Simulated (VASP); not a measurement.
Input of a VASP 6.6.1 run:

File INCAR:

```
SYSTEM = Al
PREC = Accurate
ENCUT = 520
EDIFF = 1E-6
ISMEAR = -1
SIGMA = 0.1
LREAL = .FALSE.
LASPH = .TRUE.
NELM = 80
ALGO = Normal
ISIF = 2
LWAVE = .FALSE.
LCHARG = .FALSE.
GGA = RP
NBANDS = 10
```

The input KPOINTS:

```
regular mesh
0
G
  13 13 7
  0 0 0
```

The input POSCAR:

```
Al
1.0
    2.8966050064      0.0000000000      0.0000000000
   -1.4483025032      2.5085335203      0.0000000000
    0.0000000000      0.0000000000      4.6597820347
Al
2
Direct
    0.3333333333      0.6666666667      0.2500000000
    0.6666666667      0.3333333333      0.7500000000
```

Potentials or basis: VASP PAW PBE potentials, release 64 (Al).

Run with:

```bash
$ cat potpaw_PBE.64/Al/POTCAR > POTCAR
$ mpirun -np 1 vasp_std > vasp.out
```

Q: Estimate the pressure.

A: -0.2 GPa.

Q: What does it give for the band gap on the k mesh?

A: Zero (band 3 reaches 11.22 eV, above the bottom of band 4 at 5.07 eV).

Caveat: the PAW data sets were made with another functional, which shifts forces and pressure a little.
